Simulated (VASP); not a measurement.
# Co (P6_3/mmc) in VASP: further runs

Aim: see how the results for Co move with the level of theory and the settings. Levels: RPBE+D3(BJ), LDA, SVWN5. Tasks: single point.

Everything below comes from runs of VASP 6.6.1. Logs are shortened: lines on timing, memory, paths and dates and some standing lists are left out, and cuts for length are marked.

## Step 1: The cell of the first run

Symmetry: P6_3/mmc, No. 194, hexagonal system. Conventional cell: a = 2.405 Å, b = 2.405 Å, c = 7.797 Å, α = 90.00°, β = 90.00°, γ = 120.00°. Within 3.2 Å of Co (site symmetry -6m2) lie 12 Co at 2.39 to 2.40 Å. Co (site symmetry -3m) has 12 Co at 2.39 to 2.40 Å within 3.2 Å.

## Step 2: Single point, RPBE+D3(BJ), collinear spin, ferromagnetic start

File INCAR:

```
PREC = Accurate
ENCUT = 520
EDIFF = 1E-7
ISMEAR = -1
SIGMA = 0.05
LREAL = False
LASPH = True
NELM = 150
ALGO = Fast
ISIF = 2
LWAVE = False
LCHARG = True
ISPIN = 2
MAGMOM = 2 2 2 2
LORBIT = 11
LMAXMIX = 4
GGA = RP
IVDW = 12
LELF = True
LVHAR = True
NBANDS = 30
```

File KPOINTS:

```
regular mesh
0
Gamma
  12 12 4
```

File POSCAR:

```
Co
1.0
    2.4045591443      0.0000000000      0.0000000000
   -1.2022795722      2.0824093038      0.0000000000
    0.0000000000      0.0000000000      7.7972974659
Co
4
Direct
    0.6666666667      0.3333333333      0.7500000000
    0.0000000000      0.0000000000      0.5000000000
    0.3333333333      0.6666666667      0.2500000000
    0.0000000000      0.0000000000      0.0000000000
```

Potentials or basis: VASP PAW PBE potentials, release 64 (Co).

Launch:

```
$ cat potpaw_PBE.64/Co/POTCAR > POTCAR
$ mpirun -np 1 vasp_std > vasp.out
```

OUTCAR:

```text
PREC = Accurate
   ENCUT = 520
   EDIFF = 1E-7
   ISMEAR = -1
   LREAL = False
   LASPH = True
   NELM = 150
   ISIF = 2
   ISPIN = 2
   LORBIT = 11
   GGA = RP
   IVDW = 12
 IVDW          = 12

 ion  position               nearest neighbor table
   1  0.667  0.333  0.750-   2 2.39   4 2.39   2 2.39   4 2.39   2 2.39   4 2.39
   2  0.000  0.000  0.500-   1 2.39   3 2.39   3 2.39   1 2.39   1 2.39   3 2.39
   3  0.333  0.667  0.250-   2 2.39   4 2.39   2 2.39   4 2.39   2 2.39   4 2.39
   4  0.000  0.000  0.000-   1 2.39   3 2.39   3 2.39   1 2.39   1 2.39   3 2.39

  LATTYP: Found a hexagonal cell.
 ALAT       =     2.4045591443
 C/A-ratio  =     3.2427139438

  Lattice vectors:

 A1 = (   2.4045591443,   0.0000000000,   0.0000000000)
 A2 = (  -1.2022795722,   2.0824093038,   0.0000000000)
 A3 = (   0.0000000000,   0.0000000000,   7.7972974659)

Analysis of symmetry for initial positions (statically):
=====================================================================
 Subroutine PRICEL returns:
 Original cell was already a primitive cell.

 Routine SETGRP: Setting up the symmetry group for a
 hexagonal supercell.

 Subroutine GETGRP returns: Found 24 space group operations
 (whereof 12 operations were pure point group operations)
 out of a pool of 24 trial point group operations.

The static configuration has the point symmetry D_3d.
 The point group associated with its full space group is D_6h.

Analysis of symmetry for dynamics (positions and initial velocities):
=====================================================================
 Subroutine PRICEL returns:
 Original cell was already a primitive cell.

 Routine SETGRP: Setting up the symmetry group for a
 hexagonal supercell.

 Subroutine GETGRP returns: Found 24 space group operations
 (whereof 12 operations were pure point group operations)
 out of a pool of 24 trial point group operations.

The dynamic configuration has the point symmetry D_3d.
 The point group associated with its full space group is D_6h.

Analysis of structural, dynamic, and magnetic symmetry:
=====================================================================
 Subroutine PRICEL returns:
 Original cell was already a primitive cell.

 Routine SETGRP: Setting up the symmetry group for a
 hexagonal supercell.

 Subroutine GETGRP returns: Found 24 space group operations
 (whereof 12 operations were pure point group operations)
 out of a pool of 24 trial point group operations.

The overall configuration has the point symmetry D_3d.
[... 130 lines left out ...]
   LHFCALC =     F    Hartree Fock is set to
   AEXX    =    0.0000 exact exchange contribution
   IVDW    =    12    specifies the selected vdW correction
   LEPSILON=     F    determine dielectric tensor
   LRPA    =     F    only Hartree local field effects (RPA)
 spin polarized calculation
 RMM-DIIS sequential band-by-band and
  energy-cutoff  :      520.00
  volume of cell :       39.04
 maximum number of plane-waves:      1079
 NGX is ok and might be reduce to    18
   NGX =  9   NGY =  9   NGZ = 29

 number of electron      36.0000033 magnetization       6.1752430

 Free energy of the ion-electron system (eV)
  ---------------------------------------------------
  ext. energy  EPLUGINS =         0.00000000
  ---------------------------------------------------
  free energy    TOTEN  =       -25.50104885 eV

  energy without entropy =      -25.46902139  energy(sigma->0) =      -25.48503512

 E-fermi :  12.0393     XC(G=0): -13.9353

 val. band max:       12.0320112989   @ k =   0.2500   0.1667   0.2500
 cond. band min:      12.0395546145   @ k =   0.3333   0.0833   0.5000
 fundamental gap:      0.0075433156
 Fermi energy:        12.0392612973

 spin component 1

 k-point     1 :       0.0000    0.0000    0.0000
  band No.  band energies     occupation
      1       2.4494      1.00000
      2       4.8243      1.00000
      3       4.8496      1.00000
      4       6.3335      1.00000
      5       8.8009      1.00000
      6       8.8372      1.00000
[... 781 lines left out ...]
     29      28.0363      0.00000
     30      28.7730      0.00000

 [... further k-points ...]

 spin component 2

 k-point     1 :       0.0000    0.0000    0.0000
  band No.  band energies     occupation
      1       2.4296      1.00000
      2       4.8980      1.00000
      3       4.9001      1.00000
      4       7.2165      1.00000
      5      10.0780      1.00000
      6      10.1429      1.00000
[... 781 lines left out ...]
     29      28.3705      0.00000
     30      29.1469      0.00000

 [... further k-points ...]

------------------------ aborting loop because EDIFF is reached ----------------------------------------

 Edisp (eV)   -9.36803

 E8    (eV) :    -6.0608

  FORCE on cell =-STRESS in cart. coord.  units (eV):
  Direction    XX          YY          ZZ          XY          YZ          ZX
  --------------------------------------------------------------------------------------
  -------------------------------------------------------------------------------------
  Total      -0.35307    -0.35307    -0.32963     0.00000     0.00000     0.00000
  in kB     -14.48876   -14.48876   -13.52653     0.00000     0.00000     0.00000
  external pressure =      -14.17 kB  Pullay stress =        0.00 kB

 VOLUME and BASIS-vectors are now :
 -----------------------------------------------------------------------------
  energy-cutoff  :      520.00
  volume of cell :       39.04
      direct lattice vectors                 reciprocal lattice vectors
     2.404559144  0.000000000  0.000000000     0.415876649  0.240106495  0.000000000
    -1.202279572  2.082409304  0.000000000     0.000000000  0.480212991  0.000000000
     0.000000000  0.000000000  7.797297466     0.000000000  0.000000000  0.128249564

 POSITION                                       TOTAL-FORCE (eV/Angst)
 -----------------------------------------------------------------------------------
      1.20228      0.69414      5.84797         0.000000     -0.000000      0.000000
      0.00000      0.00000      3.89865        -0.000000      0.000000      0.000000
     -0.00000      1.38827      1.94932        -0.000000      0.000000     -0.000000
      0.00000      0.00000      0.00000        -0.000000      0.000000      0.000000
 -----------------------------------------------------------------------------------
    total drift:                                0.000000     -0.000000      0.000000

  FREE ENERGIE OF THE ION-ELECTRON SYSTEM (eV)
  ---------------------------------------------------
  free  energy   TOTEN  =       -34.8690745580 eV

  energy  without entropy=      -34.8370470948  energy(sigma->0) =      -34.85306083

 total charge

# of ion       s       p       d       tot
------------------------------------------
    1        0.540   0.626   7.336   8.502
    2        0.540   0.622   7.345   8.507
    3        0.540   0.626   7.336   8.502
    4        0.540   0.622   7.345   8.507
--------------------------------------------------
tot          2.159   2.495  29.362  34.017

 magnetization (x)

# of ion       s       p       d       tot
------------------------------------------
    1       -0.016  -0.058   1.629   1.555
    2       -0.017  -0.055   1.604   1.532
    3       -0.016  -0.058   1.629   1.555
    4       -0.017  -0.055   1.604   1.532
--------------------------------------------------
tot         -0.066  -0.225   6.467   6.175
```

It took 3 min on 1 thread of AMD EPYC 7R13, shared host; peak memory 0.21 GiB.

Results:

```yaml
Free_energy: -34.8691 eV
Pressure: -1.4 GPa
Net_moment: 6.18 μB per cell
Site_moments: Co +1.55, +1.53 (each value once) μB
Valence_electrons_inside_the_program's_atomic_spheres: Co 8.50, 8.51 (each value once)
Dispersion_energy_per_atom: -2.342 eV
```

Stress tensor (GPa, compression positive):
```
-1.45  0.00  0.00
 0.00 -1.45  0.00
 0.00  0.00 -1.35
```

Levels at points of the mesh, in eV from the Fermi level:
Spin up:
```
           k point  band 18  band 19  band 20  band 21  band 22  band 23  band 24  band 25
(0.00, 0.00, 0.00)    -1.48    -1.48    -1.11    -1.11    -0.65    -0.65    -0.22     7.27
(0.50, 0.00, 0.00)    -0.41    -0.37    -0.35     0.29     1.50     2.87     3.54     7.90
(0.00, 0.00, 0.50)    -1.65    -1.65    -1.65    -0.85    -0.85    -0.85    -0.85    10.38
(0.50, 0.00, 0.50)    -0.56    -0.41    -0.41     1.48     1.48     3.18     3.18     8.23
```
Spin down:
```csv
k point,band 10,band 11,band 12,band 13,band 14,band 15,band 16,band 17,band 18,band 19
"(0.00, 0.00, 0.00)",-1.37,-1.29,-1.03,-1.03,-0.97,-0.97,-0.29,-0.02,-0.02,0.39
"(0.50, 0.00, 0.00)",-1.40,-0.93,-0.19,-0.15,0.51,1.28,1.32,1.35,1.35,1.44
"(0.00, 0.00, 0.50)",-1.27,-1.27,-1.27,-1.15,-1.15,-1.15,-1.15,0.20,0.20,0.20
"(0.50, 0.00, 0.50)",-1.07,-1.00,-1.00,-0.29,-0.29,0.88,0.88,1.30,1.30,1.43
```

Caveat: the dispersion term is far too large for a dense solid, which distorts pressure and volume; the PAW data sets were made with another functional, which shifts forces and pressure a little.

(Part 1 of 2 ends here.)
